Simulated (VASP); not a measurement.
## ZnSe: relaxation of cell and atoms with PBE+D3(BJ)

Crystal: ZnSe.

```xyz
2
Lattice="0.0000 2.8659 2.8659 2.8659 0.0000 2.8659 2.8659 2.8659 0.0000" Properties=species:S:1:pos:R:3 pbc="T T T"
Zn    0.0000    0.0000    0.0000
Se    1.4330    1.4330    1.4330
```

| Property | Result |
| --- | --- |
| Program | VASP 6.6.1 |
| Task | relaxation of cell and atoms |
| Functional | PBE |
| Dispersion | D3(BJ) |
| Potentials or basis | VASP PAW PBE potentials, release 64 (Zn, Se) |
| Cutoff | 500 eV |
| k mesh | 8 × 8 × 8 |
| Occupations | gaussian, width 0.02 eV |
| Spin | no spin polarisation |
| Dipole correction | no |
| Further INCAR settings | ALGO = Normal; EDIFF = 1e-07; IBRION = 2; EDIFFG = -0.005; NSW = 70; ISIF = 3 |

* Relaxed volume: 22.69 Å³/atom
* Relaxed cell: a = 4.003 Å, b = 4.003 Å, c = 4.003 Å, α = 60.00°, β = 60.00°, γ = 60.00°
* Space group after relaxing (to 0.05 Å): F-43m (No. 216)
* Energy gained by relaxing: 5.9 meV/atom
* Ionic steps: 3
* Pressure after relaxing: 0.0 GPa
* Band gap on the k mesh: 1.30 eV, direct
* Dispersion energy per atom: -0.323 eV

The path:
| step | energy change (eV) | largest force (eV/Å) | pressure (GPa) | volume (Å³) |
| --- | --- | --- | --- | --- |
| 1 | 0.0000 | 0.0000 | -2.13 | 47.08 |
| 2 | -0.0110 | 0.0000 | 0.56 | 44.98 |
| 3 | -0.0117 | 0.0000 | 0.02 | 45.37 |

Final structure:
```
Zn Se
1.0
     0.00000    2.83089    2.83089
     2.83089    0.00000    2.83089
     2.83089    2.83089    0.00000
Zn Se
1 1
Direct
  0.00000 0.00000 0.00000
  0.25000 0.25000 0.25000
```

Levels at points of the mesh, in eV from the valence-band top:
```csv
k point,band 6,band 7,band 8,band 9,band 10,band 11,band 12,band 13
"(0.00, 0.00, 0.00)",-6.18,0.00,0.00,0.00,1.30,5.80,5.80,5.80
"(0.50, 0.00, 0.00)",-6.02,-5.25,-0.87,-0.87,2.55,6.38,6.38,8.59
"(0.50, 0.50, 0.00)",-6.00,-4.77,-2.20,-2.20,2.98,3.46,10.76,11.27
```

Wall time 24 s on 1 thread of AMD EPYC 9R45 96-Core Processor (Zen 5), with other jobs on the host, peak memory 0.16 GiB.
